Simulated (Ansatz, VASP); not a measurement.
## One calculation of Pd, two programs

```xyz
1
Lattice="-1.5962 1.5962 1.5962 1.5962 -1.5962 1.5962 1.5962 1.5962 -1.5962" Properties=species:S:1:pos:R:3 pbc="T T T"
Pd    0.0000    0.0000    0.0000
```

Alike in both runs: task single point; functional r2SCAN; k mesh 16 × 16 × 16; occupations fermi-dirac, width 0.1 eV; no spin polarisation.

|  | VASP | Ansatz |
| --- | --- | --- |
| version | VASP 6.6.1 | Ansatz 0.2.0 |
| potentials or method | VASP PAW PBE potentials, release 64 (Pd), cutoff 520 eV | plane waves (500 eV) with PAW, scalar-relativistic |
| valence electrons in the cell | 10 | 18 |

VASP gave:

* pressure (GPa): -10.8

Which values does Ansatz return?

Pressure (GPa): -11.1.

VASP's potentials were made for PBE, not for r2SCAN. VASP's potentials hold 10 valence electrons a cell and Ansatz's 18, so a difference there can come from the potentials and not from the codes.
